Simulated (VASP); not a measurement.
SiC:

```
Si C
1.0
     3.16762    0.00000    0.00000
    -1.58381    2.74324    0.00000
     0.00000    0.00000    5.19955
Si C
2 2
Direct
  0.33333 0.66667 0.99950
  0.66667 0.33333 0.49950
  0.33333 0.66667 0.37550
  0.66667 0.33333 0.87550
```

This cell differs from its parent crystal: strain +3.0%.

Program: VASP 6.6.1. Alike in all runs: task single point; potentials or basis VASP PAW PBE potentials, release 64 (Si, C); no spin polarisation; cell as given; cutoff (eV) 520.

Task: Order these runs on this cell by their band gap on the k mesh, lowest first.
A. level r2SCAN; k mesh 12 × 12 × 6; smearing gaussian 0.01 eV
B. level HSE06; k mesh 6 × 6 × 4; smearing gaussian 0.01 eV; grid for exact exchange (PRECFOCK) Normal; share of exact exchange 0.25; screening parameter 0.2079 1/Å
C. level PBE; k mesh 12 × 12 × 6; smearing fermi-dirac 0.02 eV

Result: C (2.43 eV), A (2.79 eV), B (3.30 eV).

Caveats: the cell stands under tension.

A k mesh can miss the band edges.
